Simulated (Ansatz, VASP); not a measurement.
**Two plane-wave programs on Pt**

```
Pt
1.0
    -1.58422    1.59412    1.59412
     1.58422   -1.57432    1.57432
     1.58422    1.57432   -1.57432
Pt
1
Direct
  0.00000 0.00000 0.00000
```

Change from the starting cell: strain +0.0125 x Voigt [0, 0, 0, 1, 0, 0], atoms carried along.

Alike in both runs: task single point; functional r2SCAN; k mesh 22 × 22 × 22; occupations gaussian, width 0.15 eV; no spin polarisation.

|  | VASP | Ansatz |
| --- | --- | --- |
| version | VASP 6.6.1 | Ansatz 0.2.0 |
| potentials or method | VASP PAW PBE potentials, release 64 (Pt), cutoff 520 eV | scalar-relativistic, plane waves, PAW |
| valence electrons in the cell | 10 | 18 |

```csv
,VASP,Ansatz,Ansatz less VASP
gap on the k mesh at the Fermi level (eV),none,none,-
pressure (GPa),-5.9,-6.4,-0.53
"traceless stress, the component that is largest in VASP (GPa)",-1.78,-1.77,+0.019
```

VASP's potentials were made for PBE, not for r2SCAN. A gap of «none» marks a metal or a gap that the smearing closes. With one functional, cell and mesh, what is left measures potentials, basis and numerics. VASP's potentials hold 10 valence electrons a cell and Ansatz's 18, so a difference there can come from the potentials and not from the codes.

Spin-orbit coupling is off throughout.
